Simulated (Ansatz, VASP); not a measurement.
## PbO: VASP beside Ansatz

The input INCAR:

```
SYSTEM = PbO
ALGO = Normal
EDIFF = 1E-6
ENCUT = 520
GGA = PE
GGA_COMPAT = .FALSE.
ISIF = 2
ISMEAR = -1
LASPH = .TRUE.
LCHARG = .TRUE.
LNONCOLLINEAR = .TRUE.
LORBIT = 11
LORBMOM = .TRUE.
LREAL = .FALSE.
LSORBIT = .TRUE.
LVHAR = .TRUE.
LWAVE = .FALSE.
MAGMOM = 0 0 0 0 0 0
NBANDS = 32
NELM = 150
PREC = Accurate
SIGMA = 0.02
```

The input KPOINTS:

```
k-points
0
G
  8 8 8
  0 0 0
```

File POSCAR:

```
PbO
1.0
    0.0000000000      2.7987768028      2.7987768028
    2.7987768028      0.0000000000      2.7987768028
    2.7987768028      2.7987768028      0.0000000000
Pb O
1 1
Direct
    0.0000000000      0.0000000000      0.0000000000
    0.2500000000      0.2500000000      0.2500000000
```

Input for Ansatz:

```yaml
crystal:
  lattice:
    - [0.0, 2.7987768028, 2.7987768028]
    - [2.7987768028, 0.0, 2.7987768028]
    - [2.7987768028, 2.7987768028, 0.0]
  atoms:
    - { symbol: Pb, position: [0.0, 0.0, 0.0] }
    - { symbol: O, position: [0.25, 0.25, 0.25] }
kpoints:
  mp_grid: { grid: [8, 8, 8] }
  band_path:
    path:
      - [0.0, 0.0, 0.0]
      - [-0.5, -0.5, 0.0]
      - [-0.375, -0.375, 0.25]
      - [-0.375, 0.0, 0.375]
      - [0.0, 0.0, 0.5]
      - [-0.5, -0.25, 0.25]
      - [0.25, -0.5, -0.25]
      - [0.0, 0.5, 0.5]
    npoints: 1
hamiltonian:
  xc: pbe
scf:
  occupations: { method: fermi_dirac, width: 0.02 }
  n_extra_bands: 8
magnetization:
  noncollinear: true
  spin_orbit: true
output:
  forces: true
  stress: true
  eigenvalues: true
  write_density: true
  write_potential: true
  elf: true
  volumetric_format: npy
```

Alike in both runs: task single point; functional PBE; k mesh 8 × 8 × 8; occupations fermi-dirac, width 0.02 eV; non-collinear spin, spin-orbit coupling.

```csv
,VASP,Ansatz
version,VASP 6.6.1,Ansatz 0.2.0
potentials or method,"VASP PAW PBE potentials, release 64 (Pb_d, O)","plane waves, PAW"
plane-wave cutoff (eV),520,420
valence electrons in the cell,20,20
```

```tsv
	VASP	Ansatz	Ansatz less VASP
pressure (GPa)	2.3	2.2	-0.09
net moment per atom (μB)	0.00	0.00	0.000
```
